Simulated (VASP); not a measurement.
# Co (P6_3/mmc) in VASP: further runs

Aim: see how the results for Co move with the level of theory and the settings. Levels: revPBE, RPBE, BLYP, PBE. Tasks: single point.

Program: VASP 6.6.1. These are calculated values, not measurements. Logs are shortened: lines on timing, memory, paths and dates and some standing lists are left out, and cuts for length are marked.

**1. The cell of the first run**

Symmetry: P6_3/mmc, No. 194, hexagonal system. The conventional cell has a = 2.471 Å, b = 2.471 Å, c = 8.088 Å, α = 90.00°, β = 90.00°, γ = 120.00°. Co (site symmetry -3m) has 12 Co at 2.47 Å within 3.3 Å. Within 3.3 Å of Co (site symmetry -6m2) lie 12 Co at 2.47 Å.

**2. Single point, revPBE, collinear spin, ferromagnetic start**

File INCAR:

```
ALGO = Normal
EDIFF = 1E-6
ENCUT = 600
GGA = RE
GGA_COMPAT = F
ISIF = 2
ISMEAR = -1
ISPIN = 2
LASPH = T
LCHARG = T
LELF = T
LMAXMIX = 4
LORBIT = 11
LREAL = F
LVHAR = T
LWAVE = F
MAGMOM = 2.5 2.5 2.5 2.5
NBANDS = 30
NELM = 200
PREC = Accurate
SIGMA = 0.15
```

File KPOINTS:

```
k-points
0
Gamma
  10 10 3
```

File POSCAR:

```
Co
1.0
    2.4705600000      0.0000000000      0.0000000000
   -1.2352800000      2.1395700000      0.0000000000
    0.0000000000      0.0000000000      8.0882300000
Co
4
Direct
    0.0000000000      0.0000000000      0.0000000000
    0.3333333333      0.6666666667      0.2500000000
    0.0000000000      0.0000000000      0.5000000000
    0.6666666667      0.3333333333      0.7500000000
```

Potentials or basis: VASP PAW PBE potentials, release 64 (Co).

The run is started by

```console
$ cat potpaw_PBE.64/Co/POTCAR > POTCAR
$ mpirun -np 1 vasp_std > vasp.out
```

OUTCAR:

```text
EDIFF = 1E-6
   ENCUT = 600
   GGA = RE
   ISIF = 2
   ISMEAR = -1
   ISPIN = 2
   LASPH = T
   LORBIT = 11
   LREAL = F
   NELM = 200
   PREC = Accurate

 ion  position               nearest neighbor table
   1  0.000  0.000  0.000-   2 2.47   4 2.47   4 2.47   2 2.47   4 2.47   2 2.47
   2  0.333  0.667  0.250-   1 2.47   3 2.47   1 2.47   3 2.47   1 2.47   3 2.47
   3  0.000  0.000  0.500-   2 2.47   4 2.47   4 2.47   2 2.47   4 2.47   2 2.47
   4  0.667  0.333  0.750-   1 2.47   3 2.47   1 2.47   3 2.47   1 2.47   3 2.47

  LATTYP: Found a hexagonal cell.
 ALAT       =     2.4705600000
 C/A-ratio  =     3.2738447963

  Lattice vectors:

 A1 = (   2.4705600000,   0.0000000000,   0.0000000000)
 A2 = (  -1.2352800000,   2.1395700000,   0.0000000000)
 A3 = (   0.0000000000,   0.0000000000,   8.0882300000)

Analysis of symmetry for initial positions (statically):
=====================================================================
 Subroutine PRICEL returns:
 Original cell was already a primitive cell.

 Routine SETGRP: Setting up the symmetry group for a
 hexagonal supercell.

 Subroutine GETGRP returns: Found 24 space group operations
 (whereof 12 operations were pure point group operations)
 out of a pool of 24 trial point group operations.

The static configuration has the point symmetry D_3d.
 The point group associated with its full space group is D_6h.

Analysis of symmetry for dynamics (positions and initial velocities):
=====================================================================
 Subroutine PRICEL returns:
 Original cell was already a primitive cell.

 Routine SETGRP: Setting up the symmetry group for a
 hexagonal supercell.

 Subroutine GETGRP returns: Found 24 space group operations
 (whereof 12 operations were pure point group operations)
 out of a pool of 24 trial point group operations.

The dynamic configuration has the point symmetry D_3d.
 The point group associated with its full space group is D_6h.

Analysis of structural, dynamic, and magnetic symmetry:
=====================================================================
 Subroutine PRICEL returns:
 Original cell was already a primitive cell.

 Routine SETGRP: Setting up the symmetry group for a
 hexagonal supercell.

 Subroutine GETGRP returns: Found 24 space group operations
 (whereof 12 operations were pure point group operations)
 out of a pool of 24 trial point group operations.

The overall configuration has the point symmetry D_3d.
 The point group associated with its full space group is D_6h.

 Subroutine INISYM returns: Found 24 space group operations
 (whereof 12 operations are pure point group operations),
 and found     1 'primitive' translations

----------------------------------------------------------------------------------------

                                     Primitive cell

  volume of cell :      42.7539

  direct lattice vectors                    reciprocal lattice vectors
     2.470560000  0.000000000  0.000000000     0.404766531  0.233691817  0.000000000
    -1.235280000  2.139570000  0.000000000     0.000000000  0.467383633  0.000000000
     0.000000000  0.000000000  8.088230000     0.000000000  0.000000000  0.123636445

  length of vectors
     2.470560000  2.470561973  8.088230000     0.467384006  0.467383633  0.123636445

  position of ions in fractional coordinates (direct lattice)
     0.000000000  0.000000000  0.000000000
     0.333333333  0.666666667  0.250000000
     0.000000000  0.000000000  0.500000000
     0.666666667  0.333333333  0.750000000

  ion indices of the primitive-cell ions
   primitive index   ion index
                 1           1
                 2           2
                 3           3
                 4           4

----------------------------------------------------------------------------------------

 KPOINTS: k-points

Automatic generation of k-mesh.
 Grid dimensions read from file:
 generate k-points for:   10   10    3

 Generating k-lattice:

  Cartesian coordinates                     Fractional coordinates (reciprocal lattice)
     0.040476653  0.023369182  0.000000000     0.100000000  0.000000000  0.000000000
     0.000000000  0.046738363  0.000000000     0.000000000  0.100000000  0.000000000
     0.000000000  0.000000000  0.041212148     0.000000000  0.000000000  0.333333333

  Length of vectors
     0.046738401  0.046738363  0.041212148

  Shift w.r.t. Gamma in fractional coordinates (k-lattice)
     0.000000000  0.000000000  0.000000000

 Subroutine IBZKPT returns following result:
 ===========================================

 Found     28 irreducible k-points:

 Following reciprocal coordinates:
            Coordinates               Weight
  0.000000  0.000000  0.000000      1.000000
  0.100000  0.000000  0.000000      6.000000
  0.200000  0.000000  0.000000      6.000000
  0.300000  0.000000  0.000000      6.000000
  0.400000  0.000000  0.000000      6.000000
  0.500000  0.000000  0.000000      3.000000
[... 16 lines left out ...]
  0.300000  0.100000  0.333333     24.000000
  0.400000  0.100000  0.333333     24.000000
 [... further k-points ...]
   k-points           NKPTS =     28   k-points in BZ     NKDIM =     28   number of bands    NBANDS=     30
   number of dos      NEDOS =    301   number of ions     NIONS =      4
   total plane-waves  NPLWV =  28000
   dimension x,y,z NGX =    20 NGY =   20 NGZ =   70
   dimension x,y,z NGXF=    40 NGYF=   40 NGZF=  140
   ions per type =               4
   NGX,Y,Z   is equivalent  to a cutoff of  13.46, 13.46, 14.39 a.u.
   NGXF,Y,Z  is equivalent  to a cutoff of  26.92, 26.92, 28.78 a.u.
 SYSTEM =  unknown system
   PREC   = accura    normal or accurate (medium, high low for compatibility)
   ISTART =      0    job   : 0-new  1-cont  2-samecut
   ICHARG =      2    charge: 1-file 2-atom 10-const
   ISPIN  =      2    spin polarized calculation?
   LNONCOLLINEAR =      F non collinear calculations
   LSORBIT =      F    spin-orbit coupling
   LASPH  =      T    aspherical Exc in radial PAW
   ENCUT  =  600.0 eV  44.10 Ry    6.64 a.u.   4.93  4.93 16.15*2*pi/ulx,y,z
   NELM   =    200;   NELMIN=  2; NELMDL= -5     # of ELM steps
   EDIFF  = 0.1E-05   stopping-criterion for ELM
   LREAL  =      F    real-space projection
   EDIFFG = 0.1E-04   stopping-criterion for IOM
   NSW    =      0    number of steps for IOM
   IBRION =     -1    ionic relax: 0-MD 1-quasi-New 2-CG
   NFREE  =      0    steps in history (QN), initial steepest desc. (CG)
   ISIF   =      2    stress and relaxation
   ISYM   =      2    0-nonsym 1-usesym 2-fastsym
   POTIM  = 0.5000    time-step for ionic-motion
   TEBEG  =    0.0;   TEEND  =   0.0 temperature during run
   PSTRESS=    0.0 pullay stress
   NELECT =      36.0000    total number of electrons
   NUPDOWN=      -1.0000    fix difference up-down
   EMIN   =  10.00;   EMAX   =-10.00  energy-range for DOS
   EFERMI =   0.00;   METHOD = LEGACY
   ISMEAR =    -1;   SIGMA  =   0.15  broadening in eV -4-tet -1-fermi 0-gaus
   EFERMI_NEDOS =   21; number of points for ismear=-14 and -15
   IALGO  =     38    algorithm
   IMIX   =      4    mixing-type and parameters
     AMIX     =   0.40;   BMIX     =  1.00
     AMIX_MAG =   1.60;   BMIX_MAG =  1.00
  volume/ion in A,a.u.               =      10.69        72.13
  Fermi-wavevector in a.u.,A,eV,Ry     =   1.545909  2.921344 32.515665  2.389834
  Thomas-Fermi vector in A             =   2.651220
   LORBIT       =     11    0 simple, 1 ext, 2 COOP (PROOUT), +10 PAW based schemes
   GGA     = RE    functional components
   LHFCALC =     F    Hartree Fock is set to
   AEXX    =    0.0000 exact exchange contribution
   IVDW    =     0    specifies the selected vdW correction
   LEPSILON=     F    determine dielectric tensor
   LRPA    =     F    only Hartree local field effects (RPA)
 spin polarized calculation
  energy-cutoff  :      600.00
  volume of cell :       42.75
 maximum number of plane-waves:      1453
 NGX is ok and might be reduce to    20
   NGX =  9   NGY =  9   NGZ = 33

 number of electron      36.0000000 magnetization      10.0000000

 number of electron      36.0000003 magnetization       6.5349963

 Free energy of the ion-electron system (eV)
  ---------------------------------------------------
  ext. energy  EPLUGINS =         0.00000000
  ---------------------------------------------------
  free energy    TOTEN  =       -26.58879816 eV

  energy without entropy =      -26.28168649  energy(sigma->0) =      -26.43524233

 E-fermi :  10.6323     XC(G=0): -13.4133

 val. band max:       10.5945411099   @ k =   0.2000   0.0000   0.3333
 cond. band min:      10.6520605108   @ k =   0.1000   0.1000   0.3333
 fundamental gap:      0.0575194010
 Fermi energy:        10.6322516636

 spin component 1

 k-point     1 :       0.0000    0.0000    0.0000
  band No.  band energies     occupation
      1       1.5809      1.00000
      2       3.7954      1.00000
      3       3.8193      1.00000
      4       5.3640      1.00000
      5       7.5613      1.00000
      6       7.5824      1.00000
[... 781 lines left out ...]
     29      23.8131      0.00000
     30      24.4713      0.00000

 [... further k-points ...]

 spin component 2

 k-point     1 :       0.0000    0.0000    0.0000
  band No.  band energies     occupation
      1       1.5671      1.00000
      2       3.8665      1.00000
      3       3.8694      1.00000
      4       6.2917      1.00000
      5       8.9104      0.99999
      6       8.9619      0.99999
[... 781 lines left out ...]
     29      24.1909      0.00000
     30      24.8159      0.00000

 [... further k-points ...]

------------------------ aborting loop because EDIFF is reached ----------------------------------------

  FORCE on cell =-STRESS in cart. coord.  units (eV):
  Direction    XX          YY          ZZ          XY          YZ          ZX
  --------------------------------------------------------------------------------------
  -------------------------------------------------------------------------------------
  Total        2.4698540      2.4698592      1.7272362      0.0000000      0.0000000      0.0000000
  in kB       92.5564015     92.5565986     64.7272156      0.0000000      0.0000000      0.0000000
  external PRESSURE =      83.2800719 kB  Pullay stress =       0.0000000 kB

 VOLUME and BASIS-vectors are now :
 -----------------------------------------------------------------------------
  energy-cutoff  :      600.00
  volume of cell :       42.75
      direct lattice vectors                 reciprocal lattice vectors
     2.470560000  0.000000000  0.000000000     0.404766531  0.233691817  0.000000000
    -1.235280000  2.139570000  0.000000000     0.000000000  0.467383633  0.000000000
     0.000000000  0.000000000  8.088230000     0.000000000  0.000000000  0.123636445

 POSITION                                       TOTAL-FORCE (eV/Angst)
 -----------------------------------------------------------------------------------
      0.00000      0.00000      0.00000         0.000000      0.000000     -0.000000
     -0.00000      1.42638      2.02206        -0.000000     -0.000000      0.000000
      0.00000      0.00000      4.04411         0.000000      0.000000     -0.000000
      1.23528      0.71319      6.06617        -0.000000      0.000000     -0.000000
 -----------------------------------------------------------------------------------
    total drift:                                0.000000     -0.000000      0.000000

  FREE ENERGIE OF THE ION-ELECTRON SYSTEM (eV)
  ---------------------------------------------------
  free  energy   TOTEN  =       -26.5887981567 eV

  energy  without entropy=      -26.2816864940  energy(sigma->0) =      -26.43524233

 total charge

# of ion       s       p       d       tot
------------------------------------------
    1        0.499   0.536   7.269   8.304
    2        0.498   0.539   7.264   8.301
    3        0.499   0.536   7.269   8.304
    4        0.498   0.539   7.264   8.301
--------------------------------------------------
tot          1.995   2.150  29.066  33.211

 magnetization (x)

# of ion       s       p       d       tot
------------------------------------------
    1       -0.013  -0.051   1.709   1.645
    2       -0.013  -0.053   1.720   1.654
    3       -0.013  -0.051   1.709   1.645
    4       -0.013  -0.053   1.720   1.654
--------------------------------------------------
tot         -0.054  -0.206   6.859   6.598
```

It took 2 min on 1 thread of Intel Xeon Platinum 8259CL at 2.50GHz (Skylake/Cascade Lake), shared host; peak memory 0.22 GiB.

What came out:

```yaml
Free_energy: -26.5888 eV
Pressure: 8.3 GPa
Net_moment: 6.53 μB per cell
Site_moments: Co +1.65 μB
Valence_electrons_inside_the_program's_atomic_spheres: Co 8.30
```

Stress tensor (GPa, compression positive):
```
9.26 0.00 0.00
0.00 9.26 0.00
0.00 0.00 6.47
```

Caveat: the cell stands under pressure; the PAW data sets were made with another functional, which shifts forces and pressure a little.

**3. Single point, RPBE, collinear spin, ferromagnetic start**

File INCAR:

```
SYSTEM = Co
PREC = Accurate
ENCUT = 600
EDIFF = 1E-6
ISMEAR = -1
SIGMA = 0.15
LREAL = .False.
LASPH = .True.
NELM = 200
ALGO = Normal
ISIF = 2
LWAVE = .False.
LCHARG = .False.
ISPIN = 2
MAGMOM = 2.5 2.5 2.5 2.5
LORBIT = 11
LMAXMIX = 4
GGA = RP
NBANDS = 30
GGA_COMPAT = .False.
```

File KPOINTS:

```
regular mesh
0
Gamma
  10 10 3
  0 0 0
```

POSCAR is that of step 2.

Potentials or basis: VASP PAW PBE potentials, release 64 (Co).

The run is started by

```console
$ cat potpaw_PBE.64/Co/POTCAR > POTCAR
$ mpirun -np 1 vasp_std > vasp.out
```

It took 1.9 min on 1 thread of Intel Xeon Platinum 8259CL at 2.50GHz (Skylake/Cascade Lake), shared host; peak memory 0.22 GiB.

The run converged. Its results:

- Free energy: -26.1351 eV
- Pressure: 10.0 GPa
- Net moment: 6.55 μB per cell
- Site moments: Co +1.65, +1.66 (each value once) μB
- Valence electrons inside the program's atomic spheres: Co 8.30

Stress tensor (GPa, compression positive):
```
10.93  0.00  0.00
 0.00 10.93  0.00
 0.00  0.00  8.17
```

Levels at points of the mesh, in eV from the Fermi level:
Spin up:
```
           k point  band 20  band 21  band 22  band 23  band 24  band 25
(0.00, 0.00, 0.00)    -1.24    -1.24    -0.83    -0.83    -0.28     6.26
(0.50, 0.00, 0.00)    -0.56     0.28     1.40     2.49     3.13     7.06
```
Spin down:
```tsv
k point	band 11	band 12	band 13	band 14	band 15	band 16	band 17	band 18
(0.00, 0.00, 0.00)	-1.12	-0.84	-0.84	-0.80	-0.80	-0.38	0.08	0.08
(0.50, 0.00, 0.00)	-0.81	-0.08	-0.04	0.49	1.21	1.23	1.25	1.27
```

Caveat: the cell stands under pressure; the PAW data sets were made with another functional, which shifts forces and pressure a little.

**4. Single point, BLYP, collinear spin, ferromagnetic start**

File INCAR:

```
SYSTEM = Co
AGGAC = 1.0
AGGAX = 1.0
ALDAC = 0.0
ALDAX = 1.0
ALGO = Normal
EDIFF = 1E-6
ENCUT = 600
GGA = B5
GGA_COMPAT = .FALSE.
ISIF = 2
ISMEAR = -1
ISPIN = 2
LASPH = .TRUE.
LCHARG = .FALSE.
LMAXMIX = 4
LORBIT = 11
LREAL = .FALSE.
LWAVE = .FALSE.
MAGMOM = 2.5 2.5 2.5 2.5
NBANDS = 30
NELM = 200
PREC = Accurate
SIGMA = 0.15
```

File KPOINTS:

```
k-points
0
G
  10 10 3
  0 0 0
```

POSCAR is that of step 3.

The run is started by

```console
$ cat potpaw_PBE.64/Co/POTCAR > POTCAR
$ mpirun -np 1 vasp_std > vasp.out
```

Wall time 2.5 min (1 thread of Intel Xeon Platinum 8259CL at 2.50GHz (Skylake/Cascade Lake), shared host); peak memory 0.22 GiB.

The run converged. Its results:

* Free energy: -24.2740 eV
* Pressure: 13.8 GPa
* Net moment: 6.35 μB per cell
* Site moments: Co +1.59, +1.60 (each value once) μB
* Valence electrons inside the program's atomic spheres: Co 8.33

Stress tensor (GPa, compression positive):
```
14.81  0.00  0.00
 0.00 14.81  0.00
 0.00  0.00 11.75
```

Levels at points of the mesh, in eV from the Fermi level:
Spin up:
| k point | band 17 | band 18 | band 19 | band 20 | band 21 | band 22 | band 23 | band 24 | band 25 | band 26 |
| --- | --- | --- | --- | --- | --- | --- | --- | --- | --- | --- |
| (0.00, 0.00, 0.00) | -1.76 | -1.41 | -1.41 | -1.13 | -1.13 | -0.71 | -0.71 | -0.04 | 6.34 | 14.99 |
| (0.50, 0.00, 0.00) | -0.56 | -0.48 | -0.47 | -0.44 | 0.49 | 1.60 | 2.65 | 3.27 | 7.16 | 7.19 |
Spin down:
```tsv
k point	band 10	band 11	band 12	band 13	band 14	band 15	band 16	band 17	band 18	band 19
(0.00, 0.00, 0.00)	-1.17	-1.17	-0.88	-0.88	-0.84	-0.84	-0.03	0.02	0.02	0.38
(0.50, 0.00, 0.00)	-1.17	-0.82	-0.12	-0.09	0.76	1.17	1.19	1.20	1.23	1.28
```

Caveat: the cell stands under pressure; the PAW data sets were made with another functional, which shifts forces and pressure a little.

[end of part 1 of 2]
